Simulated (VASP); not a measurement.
Set up this calculation in VASP 6.6.1, as the native input.

```
Task                   : single point
Functional             : r2SCAN
Potentials or basis    : VASP PAW PBE potentials, release 64 (Al)
Cutoff                 : 520 eV
k mesh                 : 14 × 14 × 14
Occupations            : gaussian, width 0.1 eV
Spin                   : no spin polarisation
Dipole correction      : no
Further INCAR settings : ALGO = Normal; EDIFF = 1e-06; NBANDS = 8
```

The system is Al.

```
Al
1.0
     0.00000    2.02481    2.02481
     2.02481    0.00000    2.02481
     2.02481    2.02481    0.00000
Al
1
Direct
  0.00000 0.00000 0.00000
```

The input as run:

POSCAR

```
Al
1.0
    0.0000000000      2.0248050000      2.0248050000
    2.0248050000      0.0000000000      2.0248050000
    2.0248050000      2.0248050000      0.0000000000
Al
1
Direct
    0.0000000000      0.0000000000      0.0000000000
```

INCAR.step1

```
ALGO = Normal
EDIFF = 1E-4
ENCUT = 520
GGA = PE
ISMEAR = 0
LASPH = True
LCHARG = False
LREAL = False
LWAVE = True
NBANDS = 8
NELM = 100
PREC = Accurate
SIGMA = 0.1
```

INCAR.step2

```
ALGO = Normal
EDIFF = 1E-6
ENCUT = 520
ISIF = 2
ISMEAR = 0
ISTART = 1
LASPH = True
LCHARG = False
LMIXTAU = True
LREAL = False
LWAVE = False
METAGGA = R2SCAN
NBANDS = 8
NELM = 100
PREC = Accurate
SIGMA = 0.1
```

KPOINTS

```
k-points
0
Gamma
  14 14 14
```

Potentials or basis: VASP PAW PBE potentials, release 64 (Al).

The run is started by

```bash
$ cat potpaw_PBE.64/Al/POTCAR > POTCAR
$ cp INCAR.step1 INCAR
$ mpirun -np 1 vasp_std > vasp.out
$ cp INCAR.step2 INCAR
$ mpirun -np 1 vasp_std > vasp.out
```

Results of the run:

```
Pressure : -4.1 GPa
```

Caveat: the PAW data sets were made with another functional, which shifts forces and pressure a little.

Run time: 29 s on 1 thread of Intel Xeon 6975P-C, on a shared host, peak memory 0.14 GiB.
